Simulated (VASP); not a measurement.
**Ti3Al (vib): single point with LDA**

Ti3Al (vib):

```
Ti Al
1.0
     5.76803    0.00000    0.00000
    -2.88402    4.99526    0.00000
     0.00000    0.00000    4.64241
Ti Al
6 2
Direct
  0.83300 0.66600 0.25000
  0.16700 0.83300 0.75000
  0.33400 0.16700 0.25000
  0.16700 0.33400 0.75000
  0.83300 0.16700 0.25000
  0.66600 0.83300 0.75000
  0.33333 0.66667 0.25000
  0.66667 0.33333 0.75000
```

```json
{
  "Program": "VASP 6.6.1",
  "Task": "single point",
  "Functional": "LDA",
  "Potentials or basis": "VASP PAW LDA potentials, release 64 (Ti_sv, Al)",
  "Cutoff": "520 eV",
  "k mesh": "6 × 6 × 4",
  "Occupations": "gaussian, width 0.1 eV",
  "Spin": "no spin polarisation",
  "Dipole correction": "no",
  "Further INCAR settings": "ALGO = Fast; EDIFF = 1e-06; NBANDS = 49"
}
```

```json
{"Pressure": "-7.7 GPa", "Largest force": "0.222 eV/Å", "Band gap on the k mesh": "zero (band 39 reaches 7.98 eV, above the bottom of band 40 at 7.86 eV)"}
```

Forces in eV/Å, atoms in the order of the input:
```
Ti   0.000 -0.222  0.000
Ti   0.193 -0.111  0.000
Ti   0.193  0.111  0.000
Ti   0.000  0.222  0.000
Ti  -0.193  0.111  0.000
Ti  -0.193 -0.111  0.000
Al   0.000  0.000  0.000
Al   0.000  0.000  0.000
```

Stress tensor (GPa, compression positive):
```
-7.96  0.00  0.00
 0.00 -7.96  0.00
 0.00  0.00 -7.24
```

Levels at points of the mesh, in eV from the Fermi level:
| k point | band 36 | band 37 | band 38 | band 39 | band 40 | band 41 | band 42 | band 43 |
| --- | --- | --- | --- | --- | --- | --- | --- | --- |
| (0.00, 0.00, 0.00) | -0.83 | -0.83 | -0.35 | -0.18 | 0.01 | 0.70 | 0.75 | 0.75 |
| (0.50, 0.00, 0.00) | -0.65 | -0.45 | -0.33 | -0.30 | 0.59 | 0.66 | 0.70 | 0.74 |
| (0.00, 0.00, 0.50) | -0.57 | -0.48 | -0.48 | 0.02 | 0.02 | 0.49 | 0.49 | 0.49 |
| (0.50, 0.00, 0.50) | -0.29 | -0.18 | -0.18 | 0.06 | 0.06 | 0.31 | 0.31 | 0.64 |

Run time: 19 min on 1 thread of AMD EPYC 7R13 Processor (Zen 3), with other jobs on the host, peak memory 0.22 GiB.
